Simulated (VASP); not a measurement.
# MgSi (P4/mmm) in VASP: a series of runs

The runs below take MgSi through single point, with LDA.

Program: VASP 6.6.1. These are calculated values, not measurements. Logs are shortened: lines on timing, memory, paths and dates and some standing lists are left out, and cuts for length are marked.

## Step 1: The cell of the first run

It takes space group P4/mmm (No. 123, tetragonal). Conventional cell: a = 2.908 Å, b = 2.908 Å, c = 4.103 Å, α = 90.00°, β = 90.00°, γ = 90.00°. Mg (site symmetry 4/mmm) has 8 Si at 2.90 Å and 4 Mg at 2.91 Å within 3.8 Å. Si (site symmetry 4/mmm) has 8 Mg at 2.90 Å and 4 Si at 2.91 Å within 3.8 Å.

## Step 2: Single point, LDA

INCAR reads:

```
  ALGO = Normal
  EDIFF = 1E-6
  ENCUT = 520
  ISIF = 2
  ISMEAR = 0
  LASPH = True
  LCHARG = False
  LREAL = False
  LWAVE = False
  NBANDS = 10
  NELM = 100
  PREC = Accurate
  SIGMA = 0.15
```

KPOINTS reads:

```
k-points
0
Gamma
  18 18 14
```

POSCAR reads:

```
MgSi
1.0
    2.9083940000      0.0000000000      0.0000000000
    0.0000000000      2.9083940000      0.0000000000
    0.0000000000      0.0000000000      4.1034270000
Mg Si
1 1
Direct
    0.0000000000      0.0000000000      0.0000000000
    0.5000000000      0.5000000000      0.5000000000
```

Potentials or basis: VASP PAW LDA potentials, release 64 (Mg, Si).

Started as:

```sh
$ cat potpaw_LDA.64/Mg/POTCAR potpaw_LDA.64/Si/POTCAR > POTCAR
$ mpirun -np 1 vasp_std > vasp.out
```

OUTCAR:

```text
EDIFF = 1E-6
   ENCUT = 520
   ISIF = 2
   ISMEAR = 0
   LASPH = True
   LREAL = False
   NELM = 100
   PREC = Accurate

 ion  position               nearest neighbor table
   1  0.000  0.000  0.000-   2 2.90   2 2.90   2 2.90   2 2.90   2 2.90   2 2.90   2 2.90   2 2.90

   2  0.500  0.500  0.500-   1 2.90   1 2.90   1 2.90   1 2.90   1 2.90   1 2.90   1 2.90   1 2.90

  LATTYP: Found a simple tetragonal cell.
 ALAT       =     2.9083940000
 C/A-ratio  =     1.4108910278

  Lattice vectors:

 A1 = (   2.9083940000,   0.0000000000,   0.0000000000)
 A2 = (   0.0000000000,   2.9083940000,   0.0000000000)
 A3 = (   0.0000000000,   0.0000000000,   4.1034270000)

Analysis of symmetry for initial positions (statically):
=====================================================================
 Subroutine PRICEL returns:
 Original cell was already a primitive cell.

 Routine SETGRP: Setting up the symmetry group for a
 simple tetragonal supercell.

 Subroutine GETGRP returns: Found 16 space group operations
 (whereof 16 operations were pure point group operations)
 out of a pool of 16 trial point group operations.

The static configuration has the point symmetry D_4h.

Analysis of symmetry for dynamics (positions and initial velocities):
=====================================================================
 Subroutine PRICEL returns:
 Original cell was already a primitive cell.

 Routine SETGRP: Setting up the symmetry group for a
 simple tetragonal supercell.

 Subroutine GETGRP returns: Found 16 space group operations
 (whereof 16 operations were pure point group operations)
 out of a pool of 16 trial point group operations.

The dynamic configuration has the point symmetry D_4h.

 Subroutine INISYM returns: Found 16 space group operations
 (whereof 16 operations are pure point group operations),
 and found     1 'primitive' translations

----------------------------------------------------------------------------------------

                                     Primitive cell

  volume of cell :      34.7099

  direct lattice vectors                    reciprocal lattice vectors
     2.908394000  0.000000000  0.000000000     0.343832369  0.000000000  0.000000000
     0.000000000  2.908394000  0.000000000     0.000000000  0.343832369  0.000000000
     0.000000000  0.000000000  4.103427000     0.000000000  0.000000000  0.243698743

  length of vectors
     2.908394000  2.908394000  4.103427000     0.343832369  0.343832369  0.243698743

  position of ions in fractional coordinates (direct lattice)
[... 82 lines left out ...]
   NSW    =      0    number of steps for IOM
   IBRION =     -1    ionic relax: 0-MD 1-quasi-New 2-CG
   NFREE  =      0    steps in history (QN), initial steepest desc. (CG)
   ISIF   =      2    stress and relaxation
   ISYM   =      2    0-nonsym 1-usesym 2-fastsym
   POTIM  = 0.5000    time-step for ionic-motion
   TEBEG  =    0.0;   TEEND  =   0.0 temperature during run
   PSTRESS=    0.0 pullay stress
   NELECT =       6.0000    total number of electrons
   NUPDOWN=      -1.0000    fix difference up-down
   EMIN   =  10.00;   EMAX   =-10.00  energy-range for DOS
   EFERMI =   0.00;   METHOD = LEGACY
   ISMEAR =     0;   SIGMA  =   0.15  broadening in eV -4-tet -1-fermi 0-gaus
   EFERMI_NEDOS =   21; number of points for ismear=-14 and -15
   IALGO  =     38    algorithm
   IMIX   =      4    mixing-type and parameters
     AMIX     =   0.40;   BMIX     =  1.00
     AMIX_MAG =   1.60;   BMIX_MAG =  1.00
  volume/ion in A,a.u.               =      17.35       117.12
  Fermi-wavevector in a.u.,A,eV,Ry     =   0.911957  1.723348 11.315488  0.831665
  Thomas-Fermi vector in A             =   2.036296
   LORBIT       =      0    0 simple, 1 ext, 2 COOP (PROOUT), +10 PAW based schemes
   GGA     = CA    functional components
   LHFCALC =     F    Hartree Fock is set to
   AEXX    =    0.0000 exact exchange contribution
   IVDW    =     0    specifies the selected vdW correction
   LEPSILON=     F    determine dielectric tensor
   LRPA    =     F    only Hartree local field effects (RPA)
 non-spin polarized calculation
 Gauss-broadening in eV      SIGMA  =   0.15
  energy-cutoff  :      520.00
  volume of cell :       34.71
 maximum number of plane-waves:       952
 NGX is ok and might be reduce to    24
   NGX = 11   NGY = 11   NGZ = 15

 number of electron       6.0000000 magnetization

 Free energy of the ion-electron system (eV)
  ---------------------------------------------------
  ext. energy  EPLUGINS =         0.00000000
  ---------------------------------------------------
  free energy    TOTEN  =        -7.67729550 eV

  energy without entropy =       -7.66883875  energy(sigma->0) =       -7.67306712

 E-fermi :   5.9734     XC(G=0): -10.0651

 val. band max:        5.9721162476   @ k =   0.2222   0.0556   0.5000
 cond. band min:       5.9814260050   @ k =   0.5000   0.1667   0.0714
 fundamental gap:      0.0093097575
 Fermi energy:         5.9733769195

 k-point     1 :       0.0000    0.0000    0.0000
  band No.  band energies     occupation
      1      -5.1917      2.00000
      2       3.2223      2.00000
      3       5.0171      2.00000
      4      10.3336      0.00000
      5      10.3336      0.00000
      6      11.4910      0.00000
      7      14.2921      0.00000
      8      18.4638      0.00000
      9      18.4638      0.00000
     10      18.8693      0.00000
[... 287 lines left out ...]
 k-point    24 :       0.3333    0.1111    0.0000
  band No.  band energies     occupation
      1      -3.1704      2.00000
      2       2.7600      2.00000
      3       4.9819      2.00000
      4       7.0746      0.00000
      5       9.6099      0.00000
      6      11.1115      0.00000
      7      12.5505      0.00000
      8      15.5790      0.00000
      9      17.1211      0.00000
     10      17.7694      0.00000

 [... further k-points ...]
[... 5 lines left out ...]
  --------------------------------------------------------------------------------------
  -------------------------------------------------------------------------------------
  Total       -0.5502481     -0.5502481     -1.2851082      0.0000000     -0.0000000      0.0000000
  in kB      -25.3989592    -25.3989592    -59.3194476      0.0000000     -0.0000000      0.0000000
  external PRESSURE =     -36.7057886 kB  Pullay stress =       0.0000000 kB

 VOLUME and BASIS-vectors are now :
 -----------------------------------------------------------------------------
  energy-cutoff  :      520.00
  volume of cell :       34.71
      direct lattice vectors                 reciprocal lattice vectors
     2.908394000  0.000000000  0.000000000     0.343832369  0.000000000  0.000000000
     0.000000000  2.908394000  0.000000000     0.000000000  0.343832369  0.000000000
     0.000000000  0.000000000  4.103427000     0.000000000  0.000000000  0.243698743

 POSITION                                       TOTAL-FORCE (eV/Angst)
 -----------------------------------------------------------------------------------
      0.00000      0.00000      0.00000         0.000000      0.000000      0.000000
      1.45420      1.45420      2.05171         0.000000      0.000000      0.000000
 -----------------------------------------------------------------------------------
    total drift:                               -0.000000     -0.000000     -0.000000

  FREE ENERGIE OF THE ION-ELECTRON SYSTEM (eV)
  ---------------------------------------------------
  free  energy   TOTEN  =        -7.6772954967 eV

  energy  without entropy=       -7.6688387474  energy(sigma->0) =       -7.67306712
```

OSZICAR:

```text
N       E                     dE             d eps       ncg     rms          rms(c)
DAV:   1     0.251910624441E+01    0.25191E+01   -0.25415E+03  9128   0.469E+02
DAV:   2    -0.753889564534E+01   -0.10058E+02   -0.96481E+01 11412   0.601E+01
DAV:   3    -0.781457258366E+01   -0.27568E+00   -0.27219E+00 11124   0.847E+00
DAV:   4    -0.781590589389E+01   -0.13333E-02   -0.13330E-02 10862   0.687E-01
DAV:   5    -0.781591307029E+01   -0.71764E-05   -0.71766E-05 10792   0.470E-02    0.249E+00
DAV:   6    -0.770963841785E+01    0.10627E+00   -0.13546E-01  9596   0.118E+00    0.144E+00
DAV:   7    -0.768033403156E+01    0.29304E-01   -0.54204E-02 10310   0.812E-01    0.394E-01
DAV:   8    -0.767733766163E+01    0.29964E-02   -0.36725E-03  9642   0.285E-01    0.890E-02
DAV:   9    -0.767729621579E+01    0.41446E-04   -0.14898E-04 10568   0.641E-02    0.474E-02
DAV:  10    -0.767729549670E+01    0.71909E-06   -0.69210E-06 10244   0.117E-02
   1 F= -.76772955E+01 E0= -.76730671E+01  d E =-.845675E-02
```

stdout:

```text
POSCAR found type information on POSCAR MgSi
 POSCAR found :  2 types and       2 ions
 scaLAPACK will be used
 LDA part: xc-table for (Slater(with rela. corr.)+CA(PZ))
 , standard interpolation
 POSCAR, INCAR and KPOINTS ok, starting setup
 FFT: planning ... GRIDC
 FFT: planning ... GRID_SOFT
 FFT: planning ... GRID
 WAVECAR not read
 entering main loop
```

It took 58 s on 1 thread of Intel Xeon Platinum 8259CL at 2.50GHz (Skylake/Cascade Lake), shared host; peak memory 0.27 GiB.

What came out:

```
Free energy            : -7.6773 eV
Pressure               : -3.7 GPa
Band gap on the k mesh : zero (band 3 reaches 10.81 eV, above the bottom of band 4 at 4.41 eV)
```

Stress tensor (GPa, compression positive):
```
-2.54  0.00  0.00
 0.00 -2.54  0.00
 0.00  0.00 -5.93
```

## Step 3: Single point, LDA

INCAR reads:

```
ALGO = Normal ; EDIFF = 1E-7
ENCUT = 520 ; ISIF = 2
ISMEAR = 0 ; LASPH = True
LCHARG = True ; LELF = True
LREAL = False ; LVHAR = True
LWAVE = False ; NBANDS = 10
NELM = 100 ; PREC = Accurate
SIGMA = 0.15
```

KPOINTS reads:

```
k-points
0
Gamma
  16 16 12
```

POSCAR is that of step 2.

Potentials or basis: VASP PAW LDA potentials, release 64 (Mg, Si).

Started as:

```sh
$ cat potpaw_LDA.64/Mg/POTCAR potpaw_LDA.64/Si/POTCAR > POTCAR
$ mpirun -np 1 vasp_std > vasp.out
```

OUTCAR:

```text
EDIFF = 1E-7
   ENCUT = 520
   ISIF = 2
   ISMEAR = 0
   LASPH = True
   LREAL = False
   NELM = 100
   PREC = Accurate

 ion  position               nearest neighbor table
   1  0.000  0.000  0.000-   2 2.90   2 2.90   2 2.90   2 2.90   2 2.90   2 2.90   2 2.90   2 2.90

   2  0.500  0.500  0.500-   1 2.90   1 2.90   1 2.90   1 2.90   1 2.90   1 2.90   1 2.90   1 2.90

  LATTYP: Found a simple tetragonal cell.
 ALAT       =     2.9083940000
 C/A-ratio  =     1.4108910278

  Lattice vectors:

 A1 = (   2.9083940000,   0.0000000000,   0.0000000000)
 A2 = (   0.0000000000,   2.9083940000,   0.0000000000)
 A3 = (   0.0000000000,   0.0000000000,   4.1034270000)

Analysis of symmetry for initial positions (statically):
=====================================================================
 Subroutine PRICEL returns:
 Original cell was already a primitive cell.

 Routine SETGRP: Setting up the symmetry group for a
 simple tetragonal supercell.

 Subroutine GETGRP returns: Found 16 space group operations
 (whereof 16 operations were pure point group operations)
 out of a pool of 16 trial point group operations.

The static configuration has the point symmetry D_4h.

Analysis of symmetry for dynamics (positions and initial velocities):
=====================================================================
 Subroutine PRICEL returns:
 Original cell was already a primitive cell.

 Routine SETGRP: Setting up the symmetry group for a
 simple tetragonal supercell.

 Subroutine GETGRP returns: Found 16 space group operations
 (whereof 16 operations were pure point group operations)
 out of a pool of 16 trial point group operations.

The dynamic configuration has the point symmetry D_4h.

 Subroutine INISYM returns: Found 16 space group operations
 (whereof 16 operations are pure point group operations),
 and found     1 'primitive' translations

----------------------------------------------------------------------------------------

                                     Primitive cell

[... 112 lines left out ...]
  Fermi-wavevector in a.u.,A,eV,Ry     =   0.911957  1.723348 11.315488  0.831665
  Thomas-Fermi vector in A             =   2.036296
   LORBIT       =      0    0 simple, 1 ext, 2 COOP (PROOUT), +10 PAW based schemes
   GGA     = CA    functional components
   LHFCALC =     F    Hartree Fock is set to
   AEXX    =    0.0000 exact exchange contribution
   IVDW    =     0    specifies the selected vdW correction
   LEPSILON=     F    determine dielectric tensor
   LRPA    =     F    only Hartree local field effects (RPA)
 non-spin polarized calculation
 Gauss-broadening in eV      SIGMA  =   0.15
  energy-cutoff  :      520.00
  volume of cell :       34.71
 maximum number of plane-waves:       952
 NGX is ok and might be reduce to    24
   NGX = 11   NGY = 11   NGZ = 15

 number of electron       6.0000000 magnetization

 Free energy of the ion-electron system (eV)
  ---------------------------------------------------
  ext. energy  EPLUGINS =         0.00000000
  ---------------------------------------------------
  free energy    TOTEN  =        -7.67463047 eV

  energy without entropy =       -7.66477392  energy(sigma->0) =       -7.66970219

 E-fermi :   6.0237     XC(G=0): -10.0650

 val. band max:        6.0217047047   @ k =   0.3125   0.2500   0.0000
 cond. band min:       6.0259540280   @ k =   0.1875   0.0625   0.0000
 fundamental gap:      0.0042493234
 Fermi energy:         6.0236693149

 k-point     1 :       0.0000    0.0000    0.0000
  band No.  band energies     occupation
      1      -5.1928      2.00000
      2       3.2238      2.00000
      3       5.0187      2.00000
      4      10.3317      0.00000
      5      10.3317      0.00000
      6      11.4890      0.00000
      7      14.2923      0.00000
      8      18.4645      0.00000
      9      18.4645      0.00000
     10      18.8694      0.00000
[... 287 lines left out ...]
 k-point    24 :       0.5000    0.1250    0.0000
  band No.  band energies     occupation
      1      -1.5984      2.00000
      2       0.4239      2.00000
      3       6.1646      0.18403
      4       8.7486      0.00000
      5       9.1459      0.00000
      6      10.2837      0.00000
      7      10.3153      0.00000
      8      13.4720      0.00000
      9      18.2891      0.00000
     10      18.5915      0.00000

 [... further k-points ...]
[... 5 lines left out ...]
  --------------------------------------------------------------------------------------
  -------------------------------------------------------------------------------------
  Total       -0.5938486     -0.5938486     -1.1739162      0.0000000     -0.0000000     -0.0000000
  in kB      -27.4115205    -27.4115205    -54.1869203      0.0000000     -0.0000000     -0.0000000
  external PRESSURE =     -36.3366537 kB  Pullay stress =       0.0000000 kB

 VOLUME and BASIS-vectors are now :
 -----------------------------------------------------------------------------
  energy-cutoff  :      520.00
  volume of cell :       34.71
      direct lattice vectors                 reciprocal lattice vectors
     2.908394000  0.000000000  0.000000000     0.343832369  0.000000000  0.000000000
     0.000000000  2.908394000  0.000000000     0.000000000  0.343832369  0.000000000
     0.000000000  0.000000000  4.103427000     0.000000000  0.000000000  0.243698743

 POSITION                                       TOTAL-FORCE (eV/Angst)
 -----------------------------------------------------------------------------------
      0.00000      0.00000      0.00000         0.000000      0.000000      0.000000
      1.45420      1.45420      2.05171         0.000000      0.000000      0.000000
 -----------------------------------------------------------------------------------
    total drift:                               -0.000000     -0.000000     -0.000000

  FREE ENERGIE OF THE ION-ELECTRON SYSTEM (eV)
  ---------------------------------------------------
  free  energy   TOTEN  =        -7.6746304651 eV

  energy  without entropy=       -7.6647739151  energy(sigma->0) =       -7.66970219
```

OSZICAR:

```text
N       E                     dE             d eps       ncg     rms          rms(c)
DAV:   1     0.273336739513E+01    0.27334E+01   -0.25222E+03  6452   0.467E+02
DAV:   2    -0.753026895180E+01   -0.10264E+02   -0.98323E+01  8188   0.606E+01
DAV:   3    -0.780975395475E+01   -0.27949E+00   -0.27660E+00  8034   0.856E+00
DAV:   4    -0.781106628357E+01   -0.13123E-02   -0.13121E-02  7810   0.675E-01
DAV:   5    -0.781107328920E+01   -0.70056E-05   -0.70054E-05  7680   0.468E-02    0.248E+00
DAV:   6    -0.770790301534E+01    0.10317E+00   -0.12898E-01  6874   0.115E+00    0.144E+00
DAV:   7    -0.767738597465E+01    0.30517E-01   -0.62013E-02  7314   0.860E-01    0.359E-01
DAV:   8    -0.767468469377E+01    0.27013E-02   -0.46072E-03  6860   0.306E-01    0.836E-02
DAV:   9    -0.767464262494E+01    0.42069E-04   -0.36540E-04  7246   0.855E-02    0.574E-02
DAV:  10    -0.767463185748E+01    0.10767E-04   -0.65690E-05  6978   0.295E-02    0.889E-03
DAV:  11    -0.767463051129E+01    0.13462E-05   -0.36787E-06  7344   0.915E-03    0.788E-03
DAV:  12    -0.767463046507E+01    0.46215E-07   -0.21448E-07  6924   0.221E-03
   1 F= -.76746305E+01 E0= -.76697022E+01  d E =-.985655E-02
```

Wall time 54 s (1 thread of Intel Xeon Platinum 8259CL at 2.50GHz (Skylake/Cascade Lake), shared host); peak memory 0.23 GiB.

Results:

```yaml
Free_energy: -7.6746 eV
Pressure: -3.6 GPa
Band_gap_on_the_k_mesh: zero (band 3 reaches 10.81 eV, above the bottom of band 4 at 4.41 eV)
```

Stress tensor (GPa, compression positive):
```
-2.74  0.00  0.00
 0.00 -2.74  0.00
 0.00  0.00 -5.42
```

Levels at points of the mesh, in eV from the Fermi level:
```tsv
k point	band 1	band 2	band 3	band 4	band 5	band 6	band 7	band 8
(0.00, 0.00, 0.00)	-11.22	-2.80	-1.00	4.31	4.31	5.47	8.27	12.44
(0.50, 0.00, 0.00)	-7.88	-5.85	-0.10	2.49	2.89	4.03	6.45	10.12
(0.50, 0.50, 0.00)	-4.40	-3.05	-3.05	0.40	2.74	5.59	5.59	6.19
(0.00, 0.00, 0.50)	-10.20	-7.09	4.79	4.79	6.83	7.51	8.50	8.71
(0.50, 0.00, 0.50)	-7.01	-4.86	-3.76	-1.61	7.01	9.73	10.43	11.06
(0.50, 0.50, 0.50)	-3.43	-2.28	-2.28	-0.58	1.21	1.21	1.35	5.02
```
